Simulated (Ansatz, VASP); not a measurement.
AlN in VASP and in Ansatz

INCAR

```
ALGO = Normal ; EDIFF = 1E-6
ENCUT = 520 ; GGA = PE
ISIF = 2 ; ISMEAR = 0
LASPH = T ; LCHARG = F
LREAL = F ; LWAVE = F
NBANDS = 16 ; NELM = 100
PREC = Accurate ; SIGMA = 0.1
```

The input KPOINTS:

```
k-points
0
Gamma
  6 6 6
```

File POSCAR:

```
AlN
1.0
    0.0000000000      2.0352676073      2.0352676073
    2.0352676073      2.0352676073      0.0000000000
   -2.0352676073      4.0705352146     -2.0352676073
Al N
2 2
Direct
    0.7500000000      0.7500000000      0.7500000000
    0.2500000000      0.2500000000      0.2500000000
    0.5000000000      0.5000000000      0.5000000000
    0.0000000000      1.0000000000      1.0000000000
```

Input for Ansatz:

```yaml
crystal:
  lattice:
    - [0.0, 2.0352676073, 2.0352676073]
    - [2.0352676073, 2.0352676073, 0.0]
    - [-2.0352676073, 4.0705352146, -2.0352676073]
  atoms:
    - { symbol: Al, position: [0.75, 0.75, 0.75] }
    - { symbol: Al, position: [0.25, 0.25, 0.25] }
    - { symbol: "N", position: [0.5, 0.5, 0.5] }
    - { symbol: "N", position: [0.0, 1.0, 1.0] }
basis:
  ecutwfc: 420
kpoints:
  mp_grid: { grid: [6, 6, 6] }
hamiltonian:
  xc: pbe
scf:
  occupations: { method: gaussian, width: 0.1 }
  lower_state_search: "off"
output:
  forces: true
  stress: true
  eigenvalues: true
```

Alike in both runs: task single point; functional PBE; k mesh 6 × 6 × 6; occupations gaussian, width 0.1 eV; no spin polarisation.

|  | VASP | Ansatz |
| --- | --- | --- |
| version | VASP 6.6.1 | Ansatz 0.2.0 |
| potentials or method | VASP PAW PBE potentials, release 64 (Al, N), cutoff 520 eV | scalar-relativistic, plane waves, PAW |
| valence electrons in the cell | 16 | 16 |

|  | VASP | Ansatz | Ansatz less VASP |
| --- | --- | --- | --- |
| gap on the k mesh at the Fermi level (eV) | 4.41 | 4.43 | +0.023 |
| least direct gap on the mesh (eV) | 5.39 | 5.38 | -0.010 |
| pressure (GPa) | -0.3 | 0.0 | +0.29 |

The k mesh is coarse, so the values compare programs but aren't converged.
